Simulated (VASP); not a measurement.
Here is a VASP 6.6.1 calculation.

INCAR

```
ALGO = Normal ; EDIFF = 1E-6
EDIFFG = -0.04 ; ENCUT = 600
GGA = PE ; IBRION = 2
ISIF = 3 ; ISMEAR = 0
LASPH = T ; LCHARG = F
LREAL = F ; LWAVE = F
NELM = 60 ; NSW = 90
PREC = Accurate ; SIGMA = 0.1
```

The input KPOINTS:

```
k-points
0
Gamma
  4 4 4
```

File POSCAR:

```
Ga2Se
1.0
    0.0000000000      4.3542328694      4.3542328694
    4.3542328694      0.0000000000      4.3542328694
    4.3542328694      4.3542328694      0.0000000000
Ga Se
4 2
Direct
    0.6250000000      0.6250000000      0.6250000000
    0.1250000000      0.6250000000      0.6250000000
    0.6250000000      0.6250000000      0.1250000000
    0.6250000000      0.1250000000      0.6250000000
    0.5000000000      0.5000000000      0.5000000000
    0.7500000000      0.7500000000      0.7500000000
```

Potentials or basis: VASP PAW PBE potentials, release 64 (Ga_d, Se).

Command:

```bash
$ cat potpaw_PBE.64/Ga_d/POTCAR potpaw_PBE.64/Se/POTCAR > POTCAR
$ mpirun -np 1 vasp_std > vasp.out
```

Q: Predict the relaxed volume.

A: 88.92 Å³/atom.

Q: Predict the space group after relaxing (to 0.1 Å).

A: Fd-3m (No. 227).

Q: What does it give for the band gap on the k mesh?

A: 0.89 eV.

Final structure:
```cif
data_structure
_symmetry_space_group_name_H-M 'P 1'
_symmetry_Int_Tables_number 1
_cell_length_a 9.1038
_cell_length_b 9.1038
_cell_length_c 9.1038
_cell_angle_alpha 60.000
_cell_angle_beta 60.000
_cell_angle_gamma 60.000
_cell_volume 533.53
loop_
_atom_site_label
_atom_site_type_symbol
_atom_site_fract_x
_atom_site_fract_y
_atom_site_fract_z
_atom_site_occupancy
Ga1 Ga 0.62500 0.62500 0.62500 1
Ga2 Ga 0.12500 0.62500 0.62500 1
Ga3 Ga 0.62500 0.62500 0.12500 1
Ga4 Ga 0.62500 0.12500 0.62500 1
Se1 Se 0.50000 0.50000 0.50000 1
Se2 Se 0.75000 0.75000 0.75000 1
```

Caveat: the volume moved by over 15 % at a fixed basis, so the end points are rough. A k mesh can miss the band edges.
